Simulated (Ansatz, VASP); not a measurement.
# Two plane-wave programs on As

```
As
1.0
     1.87975    1.08527    3.48577
    -1.87975    1.08527    3.48577
     0.00000   -2.17055    3.48577
As
2
Direct
  0.22754 0.22754 0.22754
  0.77246 0.77246 0.77246
```

Alike in both runs: task single point; functional PBE; k mesh 6 × 6 × 6; occupations methfessel-paxton of order 1, width 0.0062 eV; no spin polarisation.

```csv
,VASP,Ansatz
version,VASP 6.6.1,Ansatz 0.2.0
potentials or method,"VASP PAW PBE potentials, release 64 (As)","scalar-relativistic, plane waves, PAW"
plane-wave cutoff (eV),500,420
valence electrons in the cell,10,30
```

|  | VASP | Ansatz | Ansatz less VASP |
| --- | --- | --- | --- |
| gap on the k mesh at the Fermi level (eV) | none | none | - |
| pressure (GPa) | 3.8 | 3.5 | -0.30 |
| traceless stress, the component that is largest in VASP (GPa) | -1.08 | -1.01 | +0.078 |
| rms of the force components (eV/Å) | 0.094 | 0.062 | -0.0320 |

Atom by atom the forces differ by 0.032 eV/Å (rms over components). A gap of «none» marks a metal or a gap that the smearing closes. With one functional, cell and mesh, what is left measures potentials, basis and numerics. VASP's potentials hold 10 valence electrons a cell and Ansatz's 30, so a difference there can come from the potentials and not from the codes.
